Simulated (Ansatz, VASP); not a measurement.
# Two plane-wave programs on ZnCd3O4

File INCAR:

```
ALGO = Normal ; EDIFF = 1E-6
ENCUT = 700 ; GGA = PE
GGA_COMPAT = False ; ISIF = 2
ISMEAR = 0 ; LASPH = True
LCHARG = True ; LELF = True
LREAL = False ; LVHAR = True
LWAVE = False ; NBANDS = 58
NELM = 120 ; PREC = Accurate
SIGMA = 0.1
```

The input KPOINTS:

```
k-points
0
Gamma
  4 4 4
```

File POSCAR:

```
ZnCd3O4
1.0
    4.9987277000      0.0000000000      0.0000000000
    0.0000000000      4.9987277000      0.0000000000
    0.0000000000      0.0000000000      4.9987277000
Zn Cd O
1 3 4
Direct
    0.0000000000      0.0000000000      0.0000000000
    0.0000000000      0.5000000000      0.5000000000
    0.5000000000      0.0000000000      0.5000000000
    0.5000000000      0.5000000000      0.0000000000
    0.7678240000      0.7678240000      0.2321760000
    0.7678240000      0.2321760000      0.7678240000
    0.2321760000      0.7678240000      0.7678240000
    0.2321760000      0.2321760000      0.2321760000
```

Input for Ansatz:

```yaml
crystal:
  lattice:
    - [4.9987277, 0.0, 0.0]
    - [0.0, 4.9987277, 0.0]
    - [0.0, 0.0, 4.9987277]
  atoms:
    - { symbol: Zn, position: [0.0, 0.0, 0.0] }
    - { symbol: Cd, position: [0.0, 0.5, 0.5] }
    - { symbol: Cd, position: [0.5, 0.0, 0.5] }
    - { symbol: Cd, position: [0.5, 0.5, 0.0] }
    - { symbol: O, position: [0.767824, 0.767824, 0.232176] }
    - { symbol: O, position: [0.767824, 0.232176, 0.767824] }
    - { symbol: O, position: [0.232176, 0.767824, 0.767824] }
    - { symbol: O, position: [0.232176, 0.232176, 0.232176] }
basis:
  ecutwfc: 420
kpoints:
  mp_grid: { grid: [4, 4, 4] }
hamiltonian:
  xc: pbe
scf:
  occupations: { method: gaussian, width: 0.1 }
  lower_state_search: "off"
output:
  forces: true
  stress: true
  eigenvalues: true
```

Alike in both runs: task single point; functional PBE; k mesh 4 × 4 × 4; occupations gaussian, width 0.1 eV; no spin polarisation.

|  | VASP | Ansatz |
| --- | --- | --- |
| version | VASP 6.6.1 | Ansatz 0.2.0 |
| potentials or method | VASP PAW PBE potentials, release 64 (Zn, Cd_sv_GW, O), cutoff 700 eV | scalar-relativistic, plane waves, PAW |
| valence electrons in the cell | 96 | 96 |

Ansatz gave:

| Item | Value |
| --- | --- |
| gap on the k mesh at the Fermi level (eV) | none |
| pressure (GPa) | 0.0 |
| rms of the force components (eV/Å) | 0.003 |

Q: Estimate VASP's values.

A: gap on the k mesh at the Fermi level (eV): none; pressure (GPa): 0.1; rms of the force components (eV/Å): 0.020.

Atom by atom the forces differ by 0.017 eV/Å (rms over components). A gap of «none» marks a metal or a gap that the smearing closes. With one functional, cell and mesh, what is left measures potentials, basis and numerics.
